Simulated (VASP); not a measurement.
# ZnPt3 (Pm-3m) in VASP: further runs

Runs on ZnPt3. Level: LDA. Tasks: single point, relaxation of volume and atoms at fixed shape.

Program: VASP 6.6.1. These are calculated values, not measurements. Logs are shortened: lines on timing, memory, paths and dates and some standing lists are left out, and cuts for length are marked.

## 1. The cell of the first run

The structure is cubic, space group Pm-3m (No. 221). The conventional cell has a = 3.846 Å, b = 3.846 Å, c = 3.846 Å, α = 90.00°, β = 90.00°, γ = 90.00°. Zn (site symmetry m-3m) has 12 Pt at 2.72 Å within 3.6 Å. Pt (site symmetry 4/mmm) has 4 Zn at 2.72 Å and 8 Pt at 2.72 Å within 3.6 Å.

## 2. Single point, LDA

File INCAR:

```
SYSTEM = ZnPt3
PREC     = Accurate       ! precision mode
ENCUT    = 520            ! plane-wave cutoff, eV
EDIFF    = 1E-6           ! SCF threshold, eV
ISMEAR   = 0              ! smearing method
SIGMA    = 0.1            ! smearing width, eV
LREAL    = .False.        ! projectors in reciprocal space
LASPH    = .True.         ! aspherical terms in the spheres
NELM     = 100            ! most SCF steps
ALGO     = Normal         ! electronic algorithm
ISIF     = 2              ! what is computed and relaxed
LWAVE    = .False.        ! write WAVECAR
LCHARG   = .False.        ! write CHGCAR
NBANDS   = 29             ! bands
```

File KPOINTS:

```
regular mesh
0
Gamma
  11 11 11
  0 0 0
```

File POSCAR:

```
ZnPt3
1.0
    3.8463913640      0.0000000000      0.0000000000
    0.0000000000      3.8463913640      0.0000000000
    0.0000000000      0.0000000000      3.8463913640
Zn Pt
1 3
Direct
    0.0000000000      0.0000000000      0.0000000000
    0.0000000000      0.5000000000      0.5000000000
    0.5000000000      0.0000000000      0.5000000000
    0.5000000000      0.5000000000      0.0000000000
```

Potentials or basis: VASP PAW LDA potentials, release 64 (Zn, Pt).

The run is started by

```
$ cat potpaw_LDA.64/Zn/POTCAR potpaw_LDA.64/Pt/POTCAR > POTCAR
$ mpirun -np 1 vasp_std > vasp.out
```

OUTCAR:

```text
SYSTEM = ZnPt3
   PREC = Accurate
   ENCUT = 520
   EDIFF = 1E-6
   ISMEAR = 0
   LREAL = .False.
   LASPH = .True.
   NELM = 100
   ISIF = 2

 ion  position               nearest neighbor table
   1  0.000  0.000  0.000-   2 2.72   3 2.72   4 2.72   2 2.72   3 2.72   2 2.72   4 2.72   2 2.72
                             3 2.72   4 2.72   3 2.72   4 2.72
   2  0.000  0.500  0.500-   1 2.72   3 2.72   4 2.72   1 2.72   4 2.72   1 2.72   3 2.72   1 2.72
                             3 2.72   4 2.72   4 2.72   3 2.72
   3  0.500  0.000  0.500-   1 2.72   2 2.72   4 2.72   1 2.72   4 2.72   2 2.72   4 2.72   4 2.72
                             1 2.72   2 2.72   1 2.72   2 2.72
   4  0.500  0.500  0.000-   1 2.72   2 2.72   3 2.72   2 2.72   3 2.72   1 2.72   3 2.72   3 2.72
                             1 2.72   2 2.72   2 2.72   1 2.72

  LATTYP: Found a simple cubic cell.
 ALAT       =     3.8463913640

  Lattice vectors:

 A1 = (   3.8463913640,   0.0000000000,   0.0000000000)
 A2 = (   0.0000000000,   3.8463913640,   0.0000000000)
 A3 = (   0.0000000000,   0.0000000000,   3.8463913640)

Analysis of symmetry for initial positions (statically):
=====================================================================
 Subroutine PRICEL returns:
 Original cell was already a primitive cell.

 Routine SETGRP: Setting up the symmetry group for a
 simple cubic supercell.

 Subroutine GETGRP returns: Found 48 space group operations
 (whereof 48 operations were pure point group operations)
 out of a pool of 48 trial point group operations.

The static configuration has the point symmetry O_h .

Analysis of symmetry for dynamics (positions and initial velocities):
=====================================================================
 Subroutine PRICEL returns:
 Original cell was already a primitive cell.

 Routine SETGRP: Setting up the symmetry group for a
 simple cubic supercell.

 Subroutine GETGRP returns: Found 48 space group operations
 (whereof 48 operations were pure point group operations)
 out of a pool of 48 trial point group operations.

The dynamic configuration has the point symmetry O_h .

 Subroutine INISYM returns: Found 48 space group operations
 (whereof 48 operations are pure point group operations),
 and found     1 'primitive' translations

----------------------------------------------------------------------------------------

                                     Primitive cell

  volume of cell :      56.9063

  direct lattice vectors                    reciprocal lattice vectors
     3.846391364  0.000000000  0.000000000     0.259983945  0.000000000  0.000000000
     0.000000000  3.846391364  0.000000000     0.000000000  0.259983945  0.000000000
     0.000000000  0.000000000  3.846391364     0.000000000  0.000000000  0.259983945

  length of vectors
     3.846391364  3.846391364  3.846391364     0.259983945  0.259983945  0.259983945

  position of ions in fractional coordinates (direct lattice)
     0.000000000  0.000000000  0.000000000
     0.000000000  0.500000000  0.500000000
     0.500000000  0.000000000  0.500000000
     0.500000000  0.500000000  0.000000000

  ion indices of the primitive-cell ions
   primitive index   ion index
                 1           1
                 2           2
                 3           3
                 4           4

----------------------------------------------------------------------------------------

 KPOINTS: regular mesh

Automatic generation of k-mesh.
 Grid dimensions read from file:
 generate k-points for:   11   11   11

 Generating k-lattice:

  Cartesian coordinates                     Fractional coordinates (reciprocal lattice)
     0.023634904  0.000000000  0.000000000     0.090909091  0.000000000  0.000000000
     0.000000000  0.023634904  0.000000000     0.000000000  0.090909091  0.000000000
     0.000000000  0.000000000  0.023634904     0.000000000  0.000000000  0.090909091

  Length of vectors
     0.023634904  0.023634904  0.023634904

  Shift w.r.t. Gamma in fractional coordinates (k-lattice)
     0.000000000  0.000000000  0.000000000

 Subroutine IBZKPT returns following result:
 ===========================================

 Found     56 irreducible k-points:

 Following reciprocal coordinates:
            Coordinates               Weight
  0.000000  0.000000  0.000000      1.000000
  0.090909  0.000000  0.000000      6.000000
  0.181818  0.000000  0.000000      6.000000
  0.272727  0.000000  0.000000      6.000000
  0.363636  0.000000  0.000000      6.000000
  0.454545  0.000000  0.000000      6.000000
[... 16 lines left out ...]
  0.181818  0.090909  0.090909     24.000000
  0.272727  0.090909  0.090909     24.000000
 [... further k-points ...]
   k-points           NKPTS =     56   k-points in BZ     NKDIM =     56   number of bands    NBANDS=     29
   number of dos      NEDOS =    301   number of ions     NIONS =      4
   total plane-waves  NPLWV =  27000
   dimension x,y,z NGX =    30 NGY =   30 NGZ =   30
   dimension x,y,z NGXF=    60 NGYF=   60 NGZF=   60
   ions per type =               1   3
   NGX,Y,Z   is equivalent  to a cutoff of  12.97, 12.97, 12.97 a.u.
   NGXF,Y,Z  is equivalent  to a cutoff of  25.93, 25.93, 25.93 a.u.
 SYSTEM =  ZnPt3
   PREC   = accura    normal or accurate (medium, high low for compatibility)
   ISTART =      0    job   : 0-new  1-cont  2-samecut
   ICHARG =      2    charge: 1-file 2-atom 10-const
   ISPIN  =      1    spin polarized calculation?
   LNONCOLLINEAR =      F non collinear calculations
   LSORBIT =      F    spin-orbit coupling
   LASPH  =      T    aspherical Exc in radial PAW
   ENCUT  =  520.0 eV  38.22 Ry    6.18 a.u.   7.15  7.15  7.15*2*pi/ulx,y,z
   NELM   =    100;   NELMIN=  2; NELMDL= -5     # of ELM steps
   EDIFF  = 0.1E-05   stopping-criterion for ELM
   LREAL  =      F    real-space projection
   EDIFFG = 0.1E-04   stopping-criterion for IOM
   NSW    =      0    number of steps for IOM
   IBRION =     -1    ionic relax: 0-MD 1-quasi-New 2-CG
   NFREE  =      0    steps in history (QN), initial steepest desc. (CG)
   ISIF   =      2    stress and relaxation
   ISYM   =      2    0-nonsym 1-usesym 2-fastsym
   POTIM  = 0.5000    time-step for ionic-motion
   TEBEG  =    0.0;   TEEND  =   0.0 temperature during run
   PSTRESS=    0.0 pullay stress
   NELECT =      42.0000    total number of electrons
   NUPDOWN=      -1.0000    fix difference up-down
   EMIN   =  10.00;   EMAX   =-10.00  energy-range for DOS
   EFERMI =   0.00;   METHOD = LEGACY
   ISMEAR =     0;   SIGMA  =   0.10  broadening in eV -4-tet -1-fermi 0-gaus
   EFERMI_NEDOS =   21; number of points for ismear=-14 and -15
   IALGO  =     38    algorithm
   IMIX   =      4    mixing-type and parameters
     AMIX     =   0.40;   BMIX     =  1.00
     AMIX_MAG =   1.60;   BMIX_MAG =  1.00
  volume/ion in A,a.u.               =      14.23        96.01
  Fermi-wavevector in a.u.,A,eV,Ry     =   1.479464  2.795782 29.780626  2.188814
  Thomas-Fermi vector in A             =   2.593619
   LORBIT       =      0    0 simple, 1 ext, 2 COOP (PROOUT), +10 PAW based schemes
   GGA     = CA    functional components
   LHFCALC =     F    Hartree Fock is set to
   AEXX    =    0.0000 exact exchange contribution
   IVDW    =     0    specifies the selected vdW correction
   LEPSILON=     F    determine dielectric tensor
   LRPA    =     F    only Hartree local field effects (RPA)
 non-spin polarized calculation
 Gauss-broadening in eV      SIGMA  =   0.10
  energy-cutoff  :      520.00
  volume of cell :       56.91
 maximum number of plane-waves:      1551
 NGX is ok and might be reduce to    30
   NGX = 15   NGY = 15   NGZ = 15

 number of electron      41.9999968 magnetization

 Free energy of the ion-electron system (eV)
  ---------------------------------------------------
  ext. energy  EPLUGINS =         0.00000000
  ---------------------------------------------------
  free energy    TOTEN  =       -25.68010405 eV

  energy without entropy =      -25.66230744  energy(sigma->0) =      -25.67120575

 E-fermi :   9.6693     XC(G=0): -13.6064

 val. band max:        9.6651596012   @ k =   0.2727   0.2727   0.0909
 cond. band min:       9.6739412671   @ k =   0.3636   0.3636   0.0909
 fundamental gap:      0.0087816659
 Fermi energy:         9.6693003243

 k-point     1 :       0.0000    0.0000    0.0000
  band No.  band energies     occupation
      1      -0.8632      2.00000
      2       1.9572      2.00000
      3       1.9572      2.00000
      4       2.1729      2.00000
      5       2.2086      2.00000
      6       2.2086      2.00000
[... 21 lines left out ...]
     28      19.6942      0.00000
     29      19.6942      0.00000

 k-point     2 :       0.0909    0.0000    0.0000
  band No.  band energies     occupation
      1      -0.7536      2.00000
      2       1.9879      2.00000
      3       1.9997      2.00000
      4       2.2303      2.00000
      5       2.2429      2.00000
      6       2.2429      2.00000
[... 21 lines left out ...]
     28      19.7915      0.00000
     29      19.7915      0.00000

 k-point     3 :       0.1818    0.0000    0.0000
  band No.  band energies     occupation
      1      -0.4302      2.00000
      2       2.0679      2.00000
      3       2.1134      2.00000
      4       2.2909      2.00000
      5       2.3395      2.00000
      6       2.3395      2.00000
[... 21 lines left out ...]
     28      19.8420      0.00000
     29      19.8420      0.00000

 k-point     4 :       0.2727    0.0000    0.0000
  band No.  band energies     occupation
      1       0.0878      2.00000
      2       2.1649      2.00000
      3       2.2609      2.00000
      4       2.3757      2.00000
      5       2.4782      2.00000
      6       2.4782      2.00000
[... 597 lines left out ...]
     28      19.6149      0.00000
     29      20.6984      0.00000

 k-point    23 :       0.1818    0.0909    0.0909
  band No.  band energies     occupation
      1      -0.2249      2.00000
      2       2.1399      2.00000
      3       2.1588      2.00000
      4       2.3496      2.00000
      5       2.3724      2.00000
      6       2.3882      2.00000
[... 21 lines left out ...]
     28      19.6506      0.00000
     29      20.1000      0.00000

 k-point    24 :       0.2727    0.0909    0.0909
  band No.  band energies     occupation
      1       0.2778      2.00000
      2       2.2380      2.00000
      3       2.2919      2.00000
      4       2.4276      2.00000
      5       2.5052      2.00000
      6       2.5116      2.00000
[... 21 lines left out ...]
     28      19.6205      0.00000
     29      20.5532      0.00000

 [... further k-points ...]

------------------------ aborting loop because EDIFF is reached ----------------------------------------

  FORCE on cell =-STRESS in cart. coord.  units (eV):
  Direction    XX          YY          ZZ          XY          YZ          ZX
  --------------------------------------------------------------------------------------
  -------------------------------------------------------------------------------------
  Total        0.3277910      0.3277910      0.3277910      0.0000000     -0.0000000      0.0000000
  in kB        9.2288415      9.2288415      9.2288415      0.0000000     -0.0000000      0.0000000
  external PRESSURE =       9.2288415 kB  Pullay stress =       0.0000000 kB

 VOLUME and BASIS-vectors are now :
 -----------------------------------------------------------------------------
  energy-cutoff  :      520.00
  volume of cell :       56.91
      direct lattice vectors                 reciprocal lattice vectors
     3.846391364  0.000000000  0.000000000     0.259983945  0.000000000  0.000000000
     0.000000000  3.846391364  0.000000000     0.000000000  0.259983945  0.000000000
     0.000000000  0.000000000  3.846391364     0.000000000  0.000000000  0.259983945

 POSITION                                       TOTAL-FORCE (eV/Angst)
 -----------------------------------------------------------------------------------
      0.00000      0.00000      0.00000         0.000000      0.000000      0.000000
      0.00000      1.92320      1.92320         0.000000      0.000000      0.000000
      1.92320      0.00000      1.92320         0.000000      0.000000      0.000000
      1.92320      1.92320      0.00000         0.000000      0.000000      0.000000
 -----------------------------------------------------------------------------------
    total drift:                                0.000000      0.000000     -0.000000

  FREE ENERGIE OF THE ION-ELECTRON SYSTEM (eV)
  ---------------------------------------------------
  free  energy   TOTEN  =       -25.6801040470 eV

  energy  without entropy=      -25.6623074433  energy(sigma->0) =      -25.67120575
```

Wall time 98 s (1 thread of Intel Xeon Platinum 8488C (Sapphire Rapids), shared host); peak memory 0.2 GiB.

Results:

| Property | Result |
| --- | --- |
| Free energy | -25.6801 eV |
| Pressure | 0.9 GPa |
| Band gap on the k mesh | zero (bands 21 and 22 overlap by 1.33 eV) |

Caveat: spin-orbit coupling is left out, which moves the levels of the heavy elements.

## 3. Relaxation of volume and atoms at fixed shape, LDA

This run uses another cell than the first one, of 14.75 Å³/atom.

File INCAR:

```
ALGO = Normal ; EDIFF = 1E-6
EDIFFG = -0.03 ; ENCUT = 600
IBRION = 2 ; ISIF = 8
ISMEAR = 0 ; LASPH = True
LCHARG = False ; LREAL = False
LWAVE = False ; NELM = 100
NSW = 80 ; PREC = Accurate
SIGMA = 0.1
```

File KPOINTS:

```
k-points
0
Gamma
  11 11 11
```

File POSCAR:

```
ZnPt3
1.0
    3.8930000000      0.0000000000      0.0000000000
    0.0000000000      3.8930000000      0.0000000000
    0.0000000000      0.0000000000      3.8930000000
Zn Pt
1 3
Direct
    0.0000000000      0.0000000000      0.0000000000
    0.0000000000      0.5000000000      0.5000000000
    0.5000000000      0.0000000000      0.5000000000
    0.5000000000      0.5000000000      0.0000000000
```

Potentials or basis: VASP PAW LDA potentials, release 64 (Zn, Pt).

The run is started by

```
$ cat potpaw_LDA.64/Zn/POTCAR potpaw_LDA.64/Pt/POTCAR > POTCAR
$ mpirun -np 1 vasp_std > vasp.out
```

It took 3.7 min on 1 thread of Intel Xeon Platinum 8488C (Sapphire Rapids), shared host; peak memory 0.23 GiB.

Results (log left out):

```
Free energy                           : -25.6816 eV
Relaxed volume                        : 14.30 Å³/atom
Relaxed cell                          : a = 3.853 Å, b = 3.853 Å, c = 3.853 Å, α = 90.00°, β = 90.00°, γ = 90.00°
Space group after relaxing (to 0.1 Å) : Pm-3m (No. 221)
Energy gained by relaxing             : 11.7 meV/atom
Ionic steps                           : 3
Pressure after relaxing               : -0.2 GPa
Band gap on the k mesh                : zero (bands 21 and 22 overlap by 1.32 eV)
```

The path:
| step | energy change (eV) | largest force (eV/Å) | pressure (GPa) | volume (Å³) |
| --- | --- | --- | --- | --- |
| 1 | 0.0000 | 0.0000 | -7.92 | 59.00 |
| 2 | 0.2434 | 0.0000 | 24.28 | 52.99 |
| 3 | -0.0470 | 0.0000 | -0.23 | 57.18 |

Final structure:
```
Zn Pt
1.0
     3.85263    0.00000    0.00000
     0.00000    3.85263    0.00000
     0.00000    0.00000    3.85263
Zn Pt
1 3
Direct
  0.00000 0.00000 0.00000
  0.00000 0.50000 0.50000
  0.50000 0.00000 0.50000
  0.50000 0.50000 0.00000
```

Levels at points of the mesh, in eV from the Fermi level:
```tsv
k point	band 18	band 19	band 20	band 21	band 22	band 23	band 24	band 25
(0.00, 0.00, 0.00)	0.33	0.80	0.80	0.80	1.11	1.11	1.11	7.10
```

Caveat: spin-orbit coupling is left out, which moves the levels of the heavy elements. LDA usually gives volumes a few per cent too small.
